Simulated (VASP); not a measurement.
LiSn2: single point with PBE

The system is LiSn2.

```
CELL_PARAMETERS angstrom
5.23431 0.00000 0.00000
-2.61715 4.53304 0.00000
0.00000 0.00000 3.14320
ATOMIC_POSITIONS crystal
Li 0.00000 0.00000 0.00000
Sn 0.33333 0.66667 0.50000
Sn 0.66667 0.33333 0.50000
```

The cell was built from a structure type or drawn by symmetry, and may not be a known phase.

```json
{
  "Program": "VASP 6.6.1",
  "Task": "single point",
  "Functional": "PBE",
  "Potentials or basis": "VASP PAW PBE potentials, release 64 (Li_sv, Sn_d)",
  "Cutoff": "520 eV",
  "k mesh": "6 × 6 × 6",
  "Occupations": "gaussian, width 0.1 eV",
  "Spin": "no spin polarisation"
}
```

| Item | Value |
| --- | --- |
| Band gap on the k mesh | zero (an odd number of electrons rules out a gap without spin polarisation) |

Levels at points of the mesh, in eV from the Fermi level:
| k point | band 14 | band 15 | band 16 | band 17 | band 18 | band 19 |
| --- | --- | --- | --- | --- | --- | --- |
| (0.00, 0.00, 0.00) | -2.48 | -2.48 | -0.41 | -0.41 | 2.01 | 4.67 |
| (0.50, 0.00, 0.00) | -3.66 | -2.35 | 3.13 | 3.74 | 4.41 | 5.04 |
| (0.00, 0.00, 0.50) | -1.75 | -0.21 | -0.21 | -0.18 | 2.78 | 2.78 |
| (0.50, 0.00, 0.50) | -3.48 | -2.23 | -1.20 | -0.06 | 2.75 | 3.06 |

Wall time 53 s on 1 thread of Intel(R) Xeon(R) Platinum 8488C (Sapphire Rapids) (shared host), peak memory 0.2 GiB.

Caveat: spin-orbit coupling is left out, which moves the levels of the heavy elements.
